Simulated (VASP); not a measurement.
# GaSb4 (P4/mmm) in VASP: further runs

The runs below take GaSb4 through relaxation of cell and atoms, with PBE.

Everything below comes from runs of VASP 6.6.1. Logs are shortened: lines on timing, memory, paths and dates and some standing lists are left out, and cuts for length are marked.

## (1) The cell of the first run

Symmetry: P4/mmm, No. 123, tetragonal system. Conventional cell: a = 4.486 Å, b = 4.486 Å, c = 7.344 Å, α = 90.00°, β = 90.00°, γ = 90.00°. Ga (site symmetry 4/mmm) has 8 Sb at 3.12 Å within 4.1 Å. Sb (site symmetry 2mm) has 5 Sb at 3.00 to 3.17 Å and 2 Ga at 3.12 Å within 4.0 Å.

The cell was generated, and may not be a known phase.

## (2) Relaxation of cell and atoms, PBE

Contents of INCAR:

```
SYSTEM = GaSb4
PREC = Accurate ; ENCUT = 600
EDIFF = 1E-6 ; ISMEAR = 0
SIGMA = 0.1 ; LREAL = .FALSE.
LASPH = .TRUE. ; NELM = 80
ALGO = Normal ; ISIF = 3
LWAVE = .FALSE. ; LCHARG = .FALSE.
GGA = PE ; IBRION = 2
NSW = 90 ; EDIFFG = -0.04
```

Contents of KPOINTS:

```
regular mesh
0
G
  4 4 4
  0 0 0
```

Contents of POSCAR:

```
GaSb4
1.0
    4.4861320622      0.0000000000      0.0000000000
    0.0000000000      4.4861320622      0.0000000000
    0.0000000000      0.0000000000      7.3443225874
Ga Sb
1 4
Direct
    0.5000000000      0.5000000000      0.0000000000
    0.0000000000      0.5000000000      0.7044708781
    0.5000000000      0.0000000000      0.7044708781
    0.0000000000      0.5000000000      0.2955291219
    0.5000000000      0.0000000000      0.2955291219
```

Potentials or basis: VASP PAW PBE potentials, release 64 (Ga_d, Sb).

Run with:

```console
> cat potpaw_PBE.64/Ga_d/POTCAR potpaw_PBE.64/Sb/POTCAR > POTCAR
> mpirun -np 1 vasp_std > vasp.out
```

OUTCAR:

```text
SYSTEM = GaSb4
   PREC = Accurate
   ENCUT = 600
   EDIFF = 1E-6
   ISMEAR = 0
   LREAL = .FALSE.
   LASPH = .TRUE.
   NELM = 80
   ISIF = 3
   GGA = PE
   IBRION = 2
   NSW = 90
   EDIFFG = -0.04

 ion  position               nearest neighbor table
   1  0.500  0.500  0.000-   2 3.12   3 3.12   4 3.12   5 3.12   3 3.12   5 3.12   2 3.12   4 3.12

   2  0.000  0.500  0.704-   4 3.00   1 3.12   1 3.12   3 3.17   3 3.17   3 3.17   3 3.17
   3  0.500  0.000  0.704-   5 3.00   1 3.12   1 3.12   2 3.17   2 3.17   2 3.17   2 3.17
   4  0.000  0.500  0.296-   2 3.00   1 3.12   1 3.12   5 3.17   5 3.17   5 3.17   5 3.17
   5  0.500  0.000  0.296-   3 3.00   1 3.12   1 3.12   4 3.17   4 3.17   4 3.17   4 3.17

  LATTYP: Found a simple tetragonal cell.
 ALAT       =     4.4861320622
 C/A-ratio  =     1.6371168939

  Lattice vectors:

 A1 = (   4.4861320622,   0.0000000000,   0.0000000000)
 A2 = (   0.0000000000,   4.4861320622,   0.0000000000)
 A3 = (   0.0000000000,   0.0000000000,   7.3443225874)

Analysis of symmetry for initial positions (statically):
=====================================================================
 Subroutine PRICEL returns:
 Original cell was already a primitive cell.

 Routine SETGRP: Setting up the symmetry group for a
 simple tetragonal supercell.

 Subroutine GETGRP returns: Found 16 space group operations
 (whereof 16 operations were pure point group operations)
 out of a pool of 16 trial point group operations.

The static configuration has the point symmetry D_4h.

Analysis of symmetry for dynamics (positions and initial velocities):
=====================================================================
 Subroutine PRICEL returns:
 Original cell was already a primitive cell.

 Routine SETGRP: Setting up the symmetry group for a
 simple tetragonal supercell.

 Subroutine GETGRP returns: Found 16 space group operations
 (whereof 16 operations were pure point group operations)
 out of a pool of 16 trial point group operations.

The dynamic configuration has the point symmetry D_4h.

 Subroutine INISYM returns: Found 16 space group operations
 (whereof 16 operations are pure point group operations),
 and found     1 'primitive' translations

----------------------------------------------------------------------------------------

                                     Primitive cell

  volume of cell :     147.8073

  direct lattice vectors                    reciprocal lattice vectors
     4.486132062  0.000000000  0.000000000     0.222909176  0.000000000  0.000000000
     0.000000000  4.486132062  0.000000000     0.000000000  0.222909176  0.000000000
     0.000000000  0.000000000  7.344322587     0.000000000  0.000000000  0.136159596

  length of vectors
     4.486132062  4.486132062  7.344322587     0.222909176  0.222909176  0.136159596

  position of ions in fractional coordinates (direct lattice)
     0.500000000  0.500000000  0.000000000
     0.000000000  0.500000000  0.704470878
     0.500000000  0.000000000  0.704470878
     0.000000000  0.500000000  0.295529122
     0.500000000  0.000000000  0.295529122

  ion indices of the primitive-cell ions
   primitive index   ion index
                 1           1
                 2           2
                 3           3
                 4           4
                 5           5

----------------------------------------------------------------------------------------

 KPOINTS: regular mesh

Automatic generation of k-mesh.
 Grid dimensions read from file:
 generate k-points for:    4    4    4

 Generating k-lattice:

  Cartesian coordinates                     Fractional coordinates (reciprocal lattice)
     0.055727294  0.000000000  0.000000000     0.250000000  0.000000000  0.000000000
     0.000000000  0.055727294  0.000000000     0.000000000  0.250000000  0.000000000
     0.000000000  0.000000000  0.034039899     0.000000000  0.000000000  0.250000000

  Length of vectors
     0.055727294  0.055727294  0.034039899

  Shift w.r.t. Gamma in fractional coordinates (k-lattice)
     0.000000000  0.000000000  0.000000000

 Subroutine IBZKPT returns following result:
 ===========================================

 Found     18 irreducible k-points:

 Following reciprocal coordinates:
            Coordinates               Weight
  0.000000  0.000000  0.000000      1.000000
  0.250000  0.000000  0.000000      4.000000
  0.500000  0.000000  0.000000      2.000000
  0.250000  0.250000  0.000000      4.000000
  0.500000  0.250000  0.000000      4.000000
  0.500000  0.500000  0.000000      1.000000
[... 10 lines left out ...]
  0.500000  0.250000  0.500000      4.000000
  0.500000  0.500000  0.500000      1.000000
   k-points           NKPTS =     18   k-points in BZ     NKDIM =     18   number of bands    NBANDS=     20
   number of dos      NEDOS =    301   number of ions     NIONS =      5
   total plane-waves  NPLWV =  77760
   dimension x,y,z NGX =    36 NGY =   36 NGZ =   60
   dimension x,y,z NGXF=    72 NGYF=   72 NGZF=  120
   ions per type =               1   4
   NGX,Y,Z   is equivalent  to a cutoff of  13.34, 13.34, 13.58 a.u.
   NGXF,Y,Z  is equivalent  to a cutoff of  26.68, 26.68, 27.16 a.u.
 SYSTEM =  GaSb4
   PREC   = accura    normal or accurate (medium, high low for compatibility)
   ISTART =      0    job   : 0-new  1-cont  2-samecut
   ICHARG =      2    charge: 1-file 2-atom 10-const
   ISPIN  =      1    spin polarized calculation?
   LNONCOLLINEAR =      F non collinear calculations
   LSORBIT =      F    spin-orbit coupling
   LASPH  =      T    aspherical Exc in radial PAW
   ENCUT  =  600.0 eV  44.10 Ry    6.64 a.u.   8.96  8.96 14.67*2*pi/ulx,y,z
   NELM   =     80;   NELMIN=  2; NELMDL= -5     # of ELM steps
   EDIFF  = 0.1E-05   stopping-criterion for ELM
   LREAL  =      F    real-space projection
   EDIFFG = -.4E-01   stopping-criterion for IOM
   NSW    =     90    number of steps for IOM
   IBRION =      2    ionic relax: 0-MD 1-quasi-New 2-CG
   NFREE  =      1    steps in history (QN), initial steepest desc. (CG)
   ISIF   =      3    stress and relaxation
   ISYM   =      2    0-nonsym 1-usesym 2-fastsym
   POTIM  = 0.5000    time-step for ionic-motion
   TEBEG  =    0.0;   TEEND  =   0.0 temperature during run
   PSTRESS=    0.0 pullay stress
   NELECT =      33.0000    total number of electrons
   NUPDOWN=      -1.0000    fix difference up-down
   EMIN   =  10.00;   EMAX   =-10.00  energy-range for DOS
   EFERMI =   0.00;   METHOD = LEGACY
   ISMEAR =     0;   SIGMA  =   0.10  broadening in eV -4-tet -1-fermi 0-gaus
   EFERMI_NEDOS =   21; number of points for ismear=-14 and -15
   IALGO  =     38    algorithm
   IMIX   =      4    mixing-type and parameters
     AMIX     =   0.40;   BMIX     =  1.00
     AMIX_MAG =   1.60;   BMIX_MAG =  1.00
  volume/ion in A,a.u.               =      29.56       199.49
  Fermi-wavevector in a.u.,A,eV,Ry     =   0.993149  1.876779 13.420024  0.986344
  Thomas-Fermi vector in A             =   2.125010
   LORBIT       =      0    0 simple, 1 ext, 2 COOP (PROOUT), +10 PAW based schemes
   GGA     = PE    functional components
   LHFCALC =     F    Hartree Fock is set to
   AEXX    =    0.0000 exact exchange contribution
   IVDW    =     0    specifies the selected vdW correction
   LEPSILON=     F    determine dielectric tensor
   LRPA    =     F    only Hartree local field effects (RPA)
 conjugate gradient relaxation of ions
 non-spin polarized calculation
 Gauss-broadening in eV      SIGMA  =   0.10
  energy-cutoff  :      600.00
  volume of cell :      147.81
 maximum number of plane-waves:      4972
 NGX is ok and might be reduce to    36
   NGX = 17   NGY = 17   NGZ = 29

--------------------------------------- Ionic step        1  -------------------------------------------

 number of electron      32.9999993 magnetization

 Free energy of the ion-electron system (eV)
  ---------------------------------------------------
  ext. energy  EPLUGINS =         0.00000000
  ---------------------------------------------------
  free energy    TOTEN  =       -18.95260612 eV

  energy without entropy =      -18.93593462  energy(sigma->0) =      -18.94427037

------------------------ aborting loop because EDIFF is reached ----------------------------------------

  FORCE on cell =-STRESS in cart. coord.  units (eV):
  Direction    XX          YY          ZZ          XY          YZ          ZX
  --------------------------------------------------------------------------------------
  -------------------------------------------------------------------------------------
  Total        0.2416952      0.2416952     -0.3309795      0.0000000      0.0000000      0.0000000
  in kB        2.6198882      2.6198882     -3.5876980      0.0000000      0.0000000      0.0000000
  external PRESSURE =       0.5506928 kB  Pullay stress =       0.0000000 kB
[... 63 lines left out ...]
  energy  without entropy=      -18.9377037986  energy(sigma->0) =      -18.94600975

--------------------------------------- Ionic step        3  -------------------------------------------

 number of electron      33.0000000 magnetization

 Free energy of the ion-electron system (eV)
  ---------------------------------------------------
  ext. energy  EPLUGINS =         0.00000000
  ---------------------------------------------------
  free energy    TOTEN  =       -18.95498786 eV

  energy without entropy =      -18.93871489  energy(sigma->0) =      -18.94685138

 E-fermi :   6.3185     XC(G=0):  -9.4417

 val. band max:        6.2524379723   @ k =   0.5000   0.0000   0.2500
 cond. band min:       6.3372767025   @ k =   0.2500   0.2500   0.2500
 fundamental gap:      0.0848387302
 Fermi energy:         6.3184507416

 k-point     1 :       0.0000    0.0000    0.0000
  band No.  band energies     occupation
      1      -8.6738      2.00000
      2      -8.6738      2.00000
      3      -8.6709      2.00000
      4      -8.6647      2.00000
      5      -8.6486      2.00000
      6      -5.8650      2.00000
[... 12 lines left out ...]
     19       7.9731      0.00000
[... 422 lines left out ...]
  FREE ENERGIE OF THE ION-ELECTRON SYSTEM (eV)
  ---------------------------------------------------
  free  energy   TOTEN  =       -18.9549878636 eV

  energy  without entropy=      -18.9387148933  energy(sigma->0) =      -18.94685138

 reached required accuracy - stopping structural energy minimisation
```

Wall time 55 s (1 thread of Intel Xeon 6975P-C (Granite Rapids), shared host); peak memory 0.31 GiB.

What came out:

```yaml
Free_energy: -18.9550 eV
Relaxed_volume: 29.65 Å³/atom
Relaxed_cell: a = 4.508 Å, b = 4.508 Å, c = 7.296 Å, α = 90.00°, β = 90.00°, γ = 90.00°
Space_group_after_relaxing_to_0.1_Å: P4/mmm (No. 123)
Energy_gained_by_relaxing: 0.5 meV/atom
Ionic_steps: 3
Pressure_after_relaxing: 0.0 GPa
Largest_force_after_relaxing: 0.005 eV/Å
```

Forces on the atoms (eV/Å):
```
Ga   0.000  0.000  0.000
Sb   0.000  0.000  0.005
Sb   0.000  0.000  0.005
Sb   0.000  0.000 -0.005
Sb   0.000  0.000 -0.005
```

Step by step:
| step | energy change (eV) | largest force (eV/Å) | pressure (GPa) | volume (Å³) |
| --- | --- | --- | --- | --- |
| 1 | 0.0000 | 0.0040 | 0.06 | 147.81 |
| 2 | -0.0017 | 0.0031 | 0.01 | 148.02 |
| 3 | -0.0024 | 0.0052 | -0.03 | 148.25 |

Final structure:
```
CELL_PARAMETERS angstrom
4.50765 0.00000 0.00000
0.00000 4.50765 0.00000
0.00000 0.00000 7.29608
ATOMIC_POSITIONS crystal
Ga 0.50000 0.50000 0.00000
Sb 0.00000 0.50000 0.70452
Sb 0.50000 0.00000 0.70452
Sb 0.00000 0.50000 0.29548
Sb 0.50000 0.00000 0.29548
```

Caveat: the highest band is partly filled, so the run has too few bands; spin-orbit coupling is left out, which moves the levels of the heavy elements.

## (3) Relaxation of cell and atoms, PBE

Contents of INCAR:

```
SYSTEM = GaSb4
PREC = Accurate ; ENCUT = 600
EDIFF = 1E-6 ; ISMEAR = 0
SIGMA = 0.1 ; LREAL = .FALSE.
LASPH = .TRUE. ; NELM = 60
ALGO = Normal ; ISIF = 3
LWAVE = .FALSE. ; LCHARG = .FALSE.
GGA = PE ; IBRION = 2
NSW = 100 ; EDIFFG = -0.01
```

Contents of KPOINTS:

```
Automatic mesh
0
G
  8 8 6
  0 0 0
```

POSCAR is that of step 2.

Potentials or basis: VASP PAW PBE potentials, release 64 (Ga_d, Sb).

Run with:

```console
> cat potpaw_PBE.64/Ga_d/POTCAR potpaw_PBE.64/Sb/POTCAR > POTCAR
> mpirun -np 1 vasp_std > vasp.out
```

Run time: 4.3 min. Hardware: 1 thread of Intel Xeon 6975P-C (Granite Rapids), shared host; peak memory 0.42 GiB.

It converged, with:

```yaml
Free_energy: -18.8726 eV
Relaxed_volume: 29.91 Å³/atom
Relaxed_cell: a = 4.535 Å, b = 4.535 Å, c = 7.270 Å, α = 90.00°, β = 90.00°, γ = 90.00°
Space_group_after_relaxing_to_0.1_Å: P4/mmm (No. 123)
Energy_gained_by_relaxing: 2.4 meV/atom
Ionic_steps: 6
Pressure_after_relaxing: 0.0 GPa
Band_gap_on_the_k_mesh: zero (an odd number of electrons rules out a gap without spin polarisation)
```

The path:
| step | energy change (eV) | largest force (eV/Å) | pressure (GPa) | volume (Å³) |
| --- | --- | --- | --- | --- |
| 1 | 0.0000 | 0.1136 | 0.31 | 147.81 |
| 2 | -0.0095 | 0.0691 | 0.02 | 149.03 |
| 3 | -0.0118 | 0.0227 | -0.18 | 150.09 |
| 4 | -0.0118 | 0.0261 | -0.17 | 150.02 |
| 5 | -0.0121 | 0.0123 | 0.07 | 149.32 |
| 6 | -0.0122 | 0.0001 | 0.00 | 149.54 |

Final structure:
```
CELL_PARAMETERS angstrom
4.53546 0.00000 0.00000
0.00000 4.53546 0.00000
0.00000 0.00000 7.26954
ATOMIC_POSITIONS crystal
Ga 0.50000 0.50000 0.00000
Sb 0.00000 0.50000 0.70294
Sb 0.50000 0.00000 0.70294
Sb 0.00000 0.50000 0.29706
Sb 0.50000 0.00000 0.29706
```

Levels at points of the mesh, in eV from the Fermi level:
```
           k point  band 13  band 14  band 15  band 16  band 17  band 18  band 19  band 20
(0.00, 0.00, 0.00)    -1.98    -1.98    -1.10    -0.87     0.03     1.72     1.72     2.62
(0.50, 0.00, 0.00)    -1.51    -1.24    -0.91    -0.38    -0.11     0.19     0.36     0.76
(0.50, 0.50, 0.00)    -3.52    -3.50    -3.50    -2.76     2.30     2.86     2.86     4.38
(0.00, 0.00, 0.50)    -3.19    -2.60    -2.60    -0.07     1.31     1.83     2.70     2.70
(0.50, 0.00, 0.50)    -1.30    -1.12    -1.10    -1.01    -0.99    -0.73    -0.06     0.04
(0.50, 0.50, 0.50)    -3.79    -1.85    -1.85    -1.11    -0.51    -0.51     1.71     4.14
```

Caveat: the highest band is partly filled, so the run has too few bands; spin-orbit coupling is left out, which moves the levels of the heavy elements; an odd number of electrons without spin polarisation forces a metal; a magnetic or distorted state may lie lower.
